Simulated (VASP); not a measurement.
# Na (Cmmm) in VASP: single point with LDA

Aim: the single point of Na with LDA.

Everything below comes from runs of VASP 6.6.1. Logs are shortened: lines on timing, memory, paths and dates and some standing lists are left out, and cuts for length are marked.

### 1 The cell of the first run

The structure is orthorhombic, space group Cmmm (No. 65). Conventional cell: a = 9.870 Å, b = 9.995 Å, c = 7.023 Å, α = 90.00°, β = 90.00°, γ = 90.00°.

### 2 Single point, LDA (strain +0.0125 x Voigt [0, 0, 0, 0, 1, 0])

INCAR reads:

```
  PREC = Accurate
  ENCUT = 520
  EDIFF = 1E-6
  ISMEAR = 0
  SIGMA = 0.15
  LREAL = False
  LASPH = True
  NELM = 60
  ALGO = Fast
  ISIF = 2
  LWAVE = False
  LCHARG = True
  LELF = True
  LVHAR = True
  NBANDS = 10
```

KPOINTS reads:

```
Automatic mesh
0
Gamma
  8 8 8
```

POSCAR reads:

```
Na
1.0
    7.0233428623      0.0000000000      0.0438958929
    0.0000000000      7.0233428623      0.0000000000
    0.0438958929      0.0000000000      7.0233428623
Na
1
Direct
    0.0000000000      0.0000000000      0.0000000000
```

Potentials or basis: VASP PAW LDA potentials, release 64 (Na_pv).

Launch:

```bash
cat potpaw_LDA.64/Na_pv/POTCAR > POTCAR
mpirun -np 1 vasp_std > vasp.out
```

OUTCAR:

```text
PREC = Accurate
   ENCUT = 520
   EDIFF = 1E-6
   ISMEAR = 0
   LREAL = False
   LASPH = True
   NELM = 60
   ISIF = 2

 ion  position               nearest neighbor table
   1  0.000  0.000  0.000-

  LATTYP: Found a base centered orthorhombic cell.
 ALAT       =     9.8704285620
 B/A-ratio  =     1.0125786164
 C/A-ratio  =     0.7115539936

  Lattice vectors:

 A1 = (  -7.0233428623,   0.0000000000,  -0.0438958929)
 A2 = (   0.0438958929,   0.0000000000,   7.0233428623)
 A3 = (   0.0000000000,   7.0233428623,   0.0000000000)

Analysis of symmetry for initial positions (statically):
=====================================================================
 Subroutine PRICEL returns:
 Original cell was already a primitive cell.

 Routine SETGRP: Setting up the symmetry group for a
 base centered orthorhombic supercell.

 Subroutine GETGRP returns: Found  8 space group operations
 (whereof  8 operations were pure point group operations)
 out of a pool of  8 trial point group operations.

The static configuration has the point symmetry D_2h.

Analysis of symmetry for dynamics (positions and initial velocities):
=====================================================================
 Subroutine PRICEL returns:
 Original cell was already a primitive cell.

 Routine SETGRP: Setting up the symmetry group for a
 base centered orthorhombic supercell.

 Subroutine GETGRP returns: Found  8 space group operations
 (whereof  8 operations were pure point group operations)
 out of a pool of  8 trial point group operations.

The dynamic configuration has the point symmetry D_2h.

 Subroutine INISYM returns: Found  8 space group operations
 (whereof  8 operations are pure point group operations),
 and found     1 'primitive' translations

----------------------------------------------------------------------------------------

                                     Primitive cell

  volume of cell :     346.4293

  direct lattice vectors                    reciprocal lattice vectors
     7.023342862  0.000000000  0.043895893     0.142387903  0.000000000 -0.000889924
     0.000000000  7.023342862  0.000000000     0.000000000  0.142382341  0.000000000
     0.043895893  0.000000000  7.023342862    -0.000889924  0.000000000  0.142387903

  length of vectors
     7.023480036  7.023342862  7.023480036     0.142390684  0.142382341  0.142390684

  position of ions in fractional coordinates (direct lattice)
[... 83 lines left out ...]
   ISIF   =      2    stress and relaxation
   ISYM   =      2    0-nonsym 1-usesym 2-fastsym
   POTIM  = 0.5000    time-step for ionic-motion
   TEBEG  =    0.0;   TEEND  =   0.0 temperature during run
   PSTRESS=    0.0 pullay stress
   NELECT =       7.0000    total number of electrons
   NUPDOWN=      -1.0000    fix difference up-down
   EMIN   =  10.00;   EMAX   =-10.00  energy-range for DOS
   EFERMI =   0.00;   METHOD = LEGACY
   ISMEAR =     0;   SIGMA  =   0.15  broadening in eV -4-tet -1-fermi 0-gaus
   EFERMI_NEDOS =   21; number of points for ismear=-14 and -15
   IALGO  =     68    algorithm
   IMIX   =      4    mixing-type and parameters
     AMIX     =   0.40;   BMIX     =  1.00
     AMIX_MAG =   1.60;   BMIX_MAG =  1.00
  volume/ion in A,a.u.               =     346.43      2337.82
  Fermi-wavevector in a.u.,A,eV,Ry     =   0.445898  0.842626  2.705184  0.198825
  Thomas-Fermi vector in A             =   1.423875
   LORBIT       =      0    0 simple, 1 ext, 2 COOP (PROOUT), +10 PAW based schemes
   GGA     = CA    functional components
   LHFCALC =     F    Hartree Fock is set to
   AEXX    =    0.0000 exact exchange contribution
   IVDW    =     0    specifies the selected vdW correction
   LEPSILON=     F    determine dielectric tensor
   LRPA    =     F    only Hartree local field effects (RPA)
 non-spin polarized calculation
 RMM-DIIS sequential band-by-band and
 Gauss-broadening in eV      SIGMA  =   0.15
  energy-cutoff  :      520.00
  volume of cell :      346.43
 maximum number of plane-waves:      9364
 NGX is ok and might be reduce to    54
   NGX = 27   NGY = 27   NGZ = 27

 number of electron       7.0000014 magnetization

 Free energy of the ion-electron system (eV)
  ---------------------------------------------------
  ext. energy  EPLUGINS =         0.00000000
  ---------------------------------------------------
  free energy    TOTEN  =        -0.19083166 eV

  energy without entropy =       -0.14607100  energy(sigma->0) =       -0.16845133

 E-fermi :  -2.4477     XC(G=0):  -2.4954

 val. band max:       -2.4539859998   @ k =  -0.3750   0.1250   0.2500
 cond. band min:      -2.4323843778   @ k =   0.5000   0.0000   0.2500
 fundamental gap:      0.0216016220
 Fermi energy:        -2.4476577724

 k-point     1 :       0.0000    0.0000    0.0000
  band No.  band energies     occupation
      1     -28.5757      2.00000
      2     -28.5757      2.00000
      3     -28.5756      2.00000
      4      -2.8290      1.99968
      5       0.3118      0.00000
      6       0.3166      0.00000
      7       0.3218      0.00000
      8       0.5056      0.00000
      9       1.0648      0.00000
     10       1.0652      0.00000
[... 287 lines left out ...]
 k-point    24 :       0.3750    0.5000    0.0000
  band No.  band energies     occupation
      1     -28.5757      2.00000
      2     -28.5757      2.00000
      3     -28.5756      2.00000
      4      -2.3327      0.27857
      5      -0.8778      0.00000
      6      -0.6558      0.00000
      7       0.3521      0.00000
      8       0.7700      0.00000
      9       1.6319      0.00000
     10       2.3122      0.00000

 [... further k-points ...]

------------------------ aborting loop because EDIFF is reached ----------------------------------------

  FORCE on cell =-STRESS in cart. coord.  units (eV):
  Direction    XX          YY          ZZ          XY          YZ          ZX
  --------------------------------------------------------------------------------------
  -------------------------------------------------------------------------------------
  Total       -0.2786626     -0.2786434     -0.2786626      0.0000000      0.0000000     -0.0026956
  in kB       -1.2887675     -1.2886787     -1.2887675      0.0000000      0.0000000     -0.0124666
  external PRESSURE =      -1.2887379 kB  Pullay stress =       0.0000000 kB

 VOLUME and BASIS-vectors are now :
 -----------------------------------------------------------------------------
  energy-cutoff  :      520.00
  volume of cell :      346.43
      direct lattice vectors                 reciprocal lattice vectors
     7.023342862  0.000000000  0.043895893     0.142387903  0.000000000 -0.000889924
     0.000000000  7.023342862  0.000000000     0.000000000  0.142382341  0.000000000
     0.043895893  0.000000000  7.023342862    -0.000889924  0.000000000  0.142387903

 POSITION                                       TOTAL-FORCE (eV/Angst)
 -----------------------------------------------------------------------------------
      0.00000      0.00000      0.00000        -0.000000      0.000000      0.000000
 -----------------------------------------------------------------------------------
    total drift:                                0.000000     -0.000000     -0.000000

  FREE ENERGIE OF THE ION-ELECTRON SYSTEM (eV)
  ---------------------------------------------------
  free  energy   TOTEN  =        -0.1908316589 eV

  energy  without entropy=       -0.1460710010  energy(sigma->0) =       -0.16845133
```

It took 2.1 min on 1 thread of Intel Xeon 6975P-C (Granite Rapids), shared host; peak memory 0.49 GiB.

Results:

| Property | Result |
| --- | --- |
| Free energy | -0.1908 eV |
| Pressure | -0.1 GPa |
| Band gap on the k mesh | zero (an odd number of electrons rules out a gap without spin polarisation) |

Levels at points of the mesh, in eV from the Fermi level:
```tsv
k point	band 2	band 3	band 4	band 5	band 6	band 7
(0.00, 0.00, 0.00)	-26.13	-26.13	-0.38	2.76	2.76	2.77
(0.50, 0.00, 0.00)	-26.13	-26.13	-0.10	1.28	3.03	3.03
(0.00, 0.50, 0.00)	-26.13	-26.13	-0.10	1.28	3.02	3.03
(0.50, 0.50, 0.00)	-26.13	-26.13	0.16	1.65	1.65	2.62
(0.50, 0.00, 0.50)	-26.13	-26.13	0.16	1.64	1.67	2.62
(0.50, 0.50, 0.50)	-26.13	-26.13	0.41	1.98	1.99	2.00
```

Caveat: the cell differs from its parent crystal (strain +0.0125 x Voigt [0, 0, 0, 0, 1, 0]); the nearest neighbours stand farther apart than a usual bond.

The gap in the log of VASP goes by the Fermi energy; the results here count the filled bands.